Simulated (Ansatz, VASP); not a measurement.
# One calculation of Sr, two programs

```xyz
2
Lattice="0.0000 4.8091 4.8091 4.8091 0.0000 4.8091 4.8091 4.8091 0.0000" Properties=species:S:1:pos:R:3 pbc="T T T"
Sr    0.0000    0.0000    0.0000
Sr    2.4046    2.4046    2.4046
```

Alike in both runs: task electric field gradients; functional r2SCAN; k mesh 11 × 11 × 11; occupations fermi-dirac, width 0.08 eV; no spin polarisation.

|  | VASP | Ansatz |
| --- | --- | --- |
| version | VASP 6.6.1 | Ansatz 0.2.0 |
| potentials or method | VASP PAW PBE potentials, release 64 (Sr_sv) | PAW with Ansatz's default frozen-core files, scalar-relativistic |
| plane-wave cutoff (eV) | 520 | 500 |
| valence electrons in the cell | 20 | 20 |

|  | VASP | Ansatz | Ansatz less VASP |
| --- | --- | --- | --- |
| pressure (GPa) | 0.1 | 0.1 | 0.00 |

VASP's potentials were made for PBE, not for r2SCAN.
